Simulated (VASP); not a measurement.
Wanted: the native input for a VASP 6.6.1 run.

| Property | Result |
| --- | --- |
| Task | single point |
| Functional | PBE |
| Potentials or basis | VASP PAW PBE potentials, release 64 (Te, S) |
| Cutoff | 520 eV |
| k mesh | 12 × 12 × 10 |
| Occupations | gaussian, width 0.1 eV |
| Spin | no spin polarisation |
| Dipole correction | no |
| Further INCAR settings | ALGO = Normal; EDIFF = 1e-06; NBANDS = 16 |

The structure of TeS2 lies in POSCAR:

```
TeS2
1.0
    4.5039712216      0.0000000000      0.0000000000
   -2.2519856108      3.9005534959      0.0000000000
    0.0000000000      0.0000000000      3.4665642596
Te S
1 2
Direct
    0.0000000000      0.0000000000      0.0000000000
    0.3333333333      0.6666666667      0.5000000000
    0.6666666667      0.3333333333      0.5000000000
```

One way to write it, as run:

INCAR

```
PREC = Accurate ; ENCUT = 520
EDIFF = 1E-6 ; ISMEAR = 0
SIGMA = 0.1 ; LREAL = F
LASPH = T ; NELM = 100
ALGO = Normal ; ISIF = 2
LWAVE = F ; LCHARG = F
GGA = PE ; NBANDS = 16
```

KPOINTS

```
Automatic mesh
0
Gamma
  12 12 10
```

Potentials or basis: VASP PAW PBE potentials, release 64 (Te, S).

Command:

```bash
$ cat potpaw_PBE.64/Te/POTCAR potpaw_PBE.64/S/POTCAR > POTCAR
$ mpirun -np 1 vasp_std > vasp.out
```

It gave:

```yaml
Pressure: -0.2 GPa
Band_gap_on_the_k_mesh: zero (bands 9 and 10 overlap by 2.18 eV)
```

Caveat: spin-orbit coupling is left out, which moves the levels of the heavy elements.

Wall time 100 s on 1 thread of Intel(R) Xeon(R) Platinum 8259CL CPU @ 2.50GHz (Skylake/Cascade Lake) (shared host), peak memory 0.24 GiB.
